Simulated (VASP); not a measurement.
# W (I4/mmm) in VASP: a series of runs

W is run at these levels: LDA; tasks: single point.

Everything below comes from runs of VASP 6.6.1. Logs are shortened: lines on timing, memory, paths and dates and some standing lists are left out, and cuts for length are marked.

**1. The cell of the first run**

It takes space group I4/mmm (No. 139, tetragonal). Conventional cell: a = 2.871 Å, b = 2.871 Å, c = 3.603 Å, α = 90.00°, β = 90.00°, γ = 90.00°. W (site symmetry 4/mmm) has 12 W at 2.71 to 2.87 Å within 3.6 Å.

**2. Single point, LDA (strain -0.1125 x Voigt [0, 1, 0, 0, 0, 0])**

INCAR reads:

```
PREC = Accurate
ENCUT = 520
EDIFF = 1E-7
ISMEAR = 0
SIGMA = 0.15
LREAL = False
LASPH = True
NELM = 100
ALGO = Normal
ISIF = 2
LWAVE = False
LCHARG = True
LELF = True
LVHAR = True
NBANDS = 13
```

KPOINTS reads:

```
Automatic mesh
0
Gamma
  20 20 20
```

POSCAR reads:

```
W
1.0
    0.0000000000      1.8016250000      2.0300000000
    2.0300000000      0.0000000000      2.0300000000
    2.0300000000      1.8016250000      0.0000000000
W
1
Direct
    0.0000000000      0.0000000000      0.0000000000
```

Potentials or basis: VASP PAW LDA potentials, release 64 (W_sv).

Command:

```
> cat potpaw_LDA.64/W_sv/POTCAR > POTCAR
> mpirun -np 1 vasp_std > vasp.out
```

OUTCAR:

```text
PREC = Accurate
   ENCUT = 520
   EDIFF = 1E-7
   ISMEAR = 0
   LREAL = False
   LASPH = True
   NELM = 100
   ISIF = 2

 ion  position               nearest neighbor table
   1  0.000  0.000  0.000-

  LATTYP: Found a body centered tetragonal cell.
 ALAT       =     2.8708535316
 C/A-ratio  =     1.2551145366

  Lattice vectors:

 A1 = (   0.0000000000,  -1.8016250000,   2.0300000000)
 A2 = (   0.0000000000,  -1.8016250000,  -2.0300000000)
 A3 = (   2.0300000000,   1.8016250000,   0.0000000000)

Analysis of symmetry for initial positions (statically):
=====================================================================
 Subroutine PRICEL returns:
 Original cell was already a primitive cell.

 Routine SETGRP: Setting up the symmetry group for a
 body centered tetragonal supercell.

 Subroutine GETGRP returns: Found 16 space group operations
 (whereof 16 operations were pure point group operations)
 out of a pool of 16 trial point group operations.

The static configuration has the point symmetry D_4h.

Analysis of symmetry for dynamics (positions and initial velocities):
=====================================================================
 Subroutine PRICEL returns:
 Original cell was already a primitive cell.

 Routine SETGRP: Setting up the symmetry group for a
 body centered tetragonal supercell.

 Subroutine GETGRP returns: Found 16 space group operations
 (whereof 16 operations were pure point group operations)
 out of a pool of 16 trial point group operations.

The dynamic configuration has the point symmetry D_4h.

 Subroutine INISYM returns: Found 16 space group operations
 (whereof 16 operations are pure point group operations),
 and found     1 'primitive' translations

----------------------------------------------------------------------------------------

                                     Primitive cell

  volume of cell :      14.8486

  direct lattice vectors                    reciprocal lattice vectors
     0.000000000  1.801625000  2.030000000    -0.246305419  0.277527232  0.246305419
     2.030000000  0.000000000  2.030000000     0.246305419 -0.277527232  0.246305419
     2.030000000  1.801625000  0.000000000     0.246305419  0.277527232 -0.246305419

  length of vectors
     2.714176236  2.870853532  2.714176236     0.445369603  0.445369603  0.445369603

  position of ions in fractional coordinates (direct lattice)
     0.000000000  0.000000000  0.000000000

  ion indices of the primitive-cell ions
   primitive index   ion index
                 1           1

----------------------------------------------------------------------------------------

 KPOINTS: Automatic mesh

Automatic generation of k-mesh.
 Grid dimensions read from file:
 generate k-points for:   20   20   20

 Generating k-lattice:

  Cartesian coordinates                     Fractional coordinates (reciprocal lattice)
    -0.012315271  0.013876362  0.012315271     0.050000000  0.000000000  0.000000000
     0.012315271 -0.013876362  0.012315271     0.000000000  0.050000000  0.000000000
     0.012315271  0.013876362 -0.012315271     0.000000000  0.000000000  0.050000000

  Length of vectors
     0.022268480  0.022268480  0.022268480

  Shift w.r.t. Gamma in fractional coordinates (k-lattice)
     0.000000000  0.000000000  0.000000000

 Subroutine IBZKPT returns following result:
 ===========================================

 Found    641 irreducible k-points:

 Following reciprocal coordinates:
            Coordinates               Weight
  0.000000  0.000000  0.000000      1.000000
  0.050000  0.000000  0.000000      8.000000
  0.100000  0.000000  0.000000      8.000000
  0.150000  0.000000  0.000000      8.000000
  0.200000  0.000000  0.000000      8.000000
  0.250000  0.000000  0.000000      8.000000
[... 16 lines left out ...]
 -0.400000  0.050000 -0.000000     16.000000
 -0.350000  0.050000  0.000000     16.000000
 [... further k-points ...]
   k-points           NKPTS =    641   k-points in BZ     NKDIM =    641   number of bands    NBANDS=     13
   number of dos      NEDOS =    301   number of ions     NIONS =      1
   total plane-waves  NPLWV =   9600
   dimension x,y,z NGX =    20 NGY =   24 NGZ =   20
   dimension x,y,z NGXF=    40 NGYF=   48 NGZF=   40
   ions per type =               1
   NGX,Y,Z   is equivalent  to a cutoff of  12.25, 13.90, 12.25 a.u.
   NGXF,Y,Z  is equivalent  to a cutoff of  24.50, 27.80, 24.50 a.u.
 SYSTEM =  unknown system
   PREC   = accura    normal or accurate (medium, high low for compatibility)
   ISTART =      0    job   : 0-new  1-cont  2-samecut
   ICHARG =      2    charge: 1-file 2-atom 10-const
   ISPIN  =      1    spin polarized calculation?
   LNONCOLLINEAR =      F non collinear calculations
   LSORBIT =      F    spin-orbit coupling
   LASPH  =      T    aspherical Exc in radial PAW
   ENCUT  =  520.0 eV  38.22 Ry    6.18 a.u.   5.05  5.34  5.05*2*pi/ulx,y,z
   NELM   =    100;   NELMIN=  2; NELMDL= -5     # of ELM steps
   EDIFF  = 0.1E-06   stopping-criterion for ELM
   LREAL  =      F    real-space projection
   EDIFFG = 0.1E-05   stopping-criterion for IOM
   NSW    =      0    number of steps for IOM
   IBRION =     -1    ionic relax: 0-MD 1-quasi-New 2-CG
   NFREE  =      0    steps in history (QN), initial steepest desc. (CG)
   ISIF   =      2    stress and relaxation
   ISYM   =      2    0-nonsym 1-usesym 2-fastsym
   POTIM  = 0.5000    time-step for ionic-motion
   TEBEG  =    0.0;   TEEND  =   0.0 temperature during run
   PSTRESS=    0.0 pullay stress
   NELECT =      14.0000    total number of electrons
   NUPDOWN=      -1.0000    fix difference up-down
   EMIN   =  10.00;   EMAX   =-10.00  energy-range for DOS
   EFERMI =   0.00;   METHOD = LEGACY
   ISMEAR =     0;   SIGMA  =   0.15  broadening in eV -4-tet -1-fermi 0-gaus
   EFERMI_NEDOS =   21; number of points for ismear=-14 and -15
   IALGO  =     38    algorithm
   IMIX   =      4    mixing-type and parameters
     AMIX     =   0.40;   BMIX     =  1.00
     AMIX_MAG =   1.60;   BMIX_MAG =  1.00
  volume/ion in A,a.u.               =      14.85       100.20
  Fermi-wavevector in a.u.,A,eV,Ry     =   1.605297  3.033571 35.061914  2.576978
  Thomas-Fermi vector in A             =   2.701665
   LORBIT       =      0    0 simple, 1 ext, 2 COOP (PROOUT), +10 PAW based schemes
   GGA     = CA    functional components
   LHFCALC =     F    Hartree Fock is set to
   AEXX    =    0.0000 exact exchange contribution
   IVDW    =     0    specifies the selected vdW correction
   LEPSILON=     F    determine dielectric tensor
   LRPA    =     F    only Hartree local field effects (RPA)
 non-spin polarized calculation
 Gauss-broadening in eV      SIGMA  =   0.15
  energy-cutoff  :      520.00
  volume of cell :       14.85
 maximum number of plane-waves:       428
   NGX = 11   NGY = 11   NGZ = 11

 number of electron      14.0000001 magnetization

 Free energy of the ion-electron system (eV)
  ---------------------------------------------------
  ext. energy  EPLUGINS =         0.00000000
  ---------------------------------------------------
  free energy    TOTEN  =       -13.69421451 eV

  energy without entropy =      -13.68578894  energy(sigma->0) =      -13.69000173

 E-fermi :  12.1173     XC(G=0): -14.1919

 val. band max:       12.1122080070   @ k =  -0.1000   0.0500   0.0000
 cond. band min:      12.1197787119   @ k =  -0.4500   0.1000   0.0500
 fundamental gap:      0.0075707049
 Fermi energy:        12.1172786090

 k-point     1 :       0.0000    0.0000    0.0000
  band No.  band energies     occupation
      1     -61.3046      2.00000
      2     -25.0262      2.00000
      3     -25.0262      2.00000
      4     -24.9888      2.00000
      5       2.4010      2.00000
      6      10.6441      2.00000
      7      10.6441      2.00000
      8      12.2723      0.14380
      9      13.2958      0.00000
     10      15.5332      0.00000
     11      25.0239      0.00000
     12      29.0416      0.00000
     13      29.0416      0.00000

 k-point     2 :       0.0500    0.0000    0.0000
  band No.  band energies     occupation
      1     -61.3004      2.00000
      2     -25.0608      2.00000
      3     -25.0349      2.00000
      4     -25.0003      2.00000
      5       2.5275      2.00000
      6      10.6221      2.00000
      7      10.6981      2.00000
      8      12.2456      0.22636
      9      13.2694      0.00000
     10      15.4537      0.00000
     11      25.2783      0.00000
     12      29.0093      0.00000
     13      29.2618      0.00000

 k-point     3 :       0.1000    0.0000    0.0000
  band No.  band energies     occupation
      1     -61.2881      2.00000
      2     -25.1825      2.00000
      3     -25.0599      2.00000
      4     -25.0108      2.00000
      5       2.8935      2.00000
      6      10.5287      2.00000
      7      10.8264      2.00000
      8      12.2208      0.32905
      9      13.2371      0.00000
     10      15.2508      0.00000
     11      25.9636      0.00000
     12      28.7406      0.00000
     13      29.9052      0.00000
[... 305 lines left out ...]
 k-point    23 :      -0.4000    0.0500   -0.0000
  band No.  band energies     occupation
      1     -61.1392      2.00000
      2     -26.5417      2.00000
      3     -25.3716      2.00000
      4     -25.0931      2.00000
      5       5.7727      2.00000
      6       9.9122      2.00000
      7      11.9845      1.78947
      8      12.1073      1.07518
      9      16.2888      0.00000
     10      17.8763      0.00000
     11      23.7692      0.00000
     12      25.9762      0.00000
     13      31.8710      0.00000

 k-point    24 :      -0.3500    0.0500    0.0000
  band No.  band energies     occupation
      1     -61.1559      2.00000
      2     -26.3992      2.00000
      3     -25.3412      2.00000
      4     -25.0808      2.00000
      5       5.7399      2.00000
      6      10.0891      2.00000
      7      11.1607      2.00000
      8      12.2553      0.19319
      9      15.6902      0.00000
     10      17.0841      0.00000
     11      24.0852      0.00000
     12      27.5626      0.00000
     13      33.1534      0.00000

 [... further k-points ...]
[... 5 lines left out ...]
  --------------------------------------------------------------------------------------
  -------------------------------------------------------------------------------------
  Total        2.8935342     -0.0188853      2.8935342      0.0000000     -0.0000000      0.0000000
  in kB      312.2142586     -2.0377396    312.2142586      0.0000000     -0.0000000      0.0000000
  external PRESSURE =     207.4635925 kB  Pullay stress =       0.0000000 kB

 VOLUME and BASIS-vectors are now :
 -----------------------------------------------------------------------------
  energy-cutoff  :      520.00
  volume of cell :       14.85
      direct lattice vectors                 reciprocal lattice vectors
     0.000000000  1.801625000  2.030000000    -0.246305419  0.277527232  0.246305419
     2.030000000  0.000000000  2.030000000     0.246305419 -0.277527232  0.246305419
     2.030000000  1.801625000  0.000000000     0.246305419  0.277527232 -0.246305419

 POSITION                                       TOTAL-FORCE (eV/Angst)
 -----------------------------------------------------------------------------------
      0.00000      0.00000      0.00000         0.000000      0.000000     -0.000000
 -----------------------------------------------------------------------------------
    total drift:                               -0.000000     -0.000000     -0.000000

  FREE ENERGIE OF THE ION-ELECTRON SYSTEM (eV)
  ---------------------------------------------------
  free  energy   TOTEN  =       -13.6942145121 eV

  energy  without entropy=      -13.6857889390  energy(sigma->0) =      -13.69000173
```

It took 54 s on 1 thread of AMD EPYC 9R45 (Zen 5), shared host; peak memory 0.19 GiB.

What came out:

```
Free energy            : -13.6942 eV
Pressure               : 20.7 GPa
Band gap on the k mesh : zero (band 7 reaches 17.41 eV, above the bottom of band 8 at 11.16 eV)
```

Levels at points of the mesh, in eV from the Fermi level:
```
           k point  band 3  band 4  band 5  band 6  band 7  band 8  band 9  band 10  band 11  band 12
(0.00, 0.00, 0.00)  -37.14  -37.11   -9.72   -1.47   -1.47    0.16    1.18     3.42    12.91    16.92
(0.50, 0.00, 0.00)  -37.49  -37.21   -6.47   -2.30   -0.20    0.89    4.66     6.06    11.72    12.25
(0.50, 0.50, 0.00)  -37.74  -37.46   -6.55   -5.24    2.69    4.95    5.22     7.00    11.96    13.76
(0.50, 0.00, 0.50)  -37.93  -37.93   -6.49   -5.77    5.29    5.33    6.25     6.25    11.21    11.21
```

Caveat: the cell differs from its parent crystal (strain -0.1125 x Voigt [0, 1, 0, 0, 0, 0]); spin-orbit coupling is left out, which moves the levels of the heavy elements.

(Continued in part 2 of 2.)
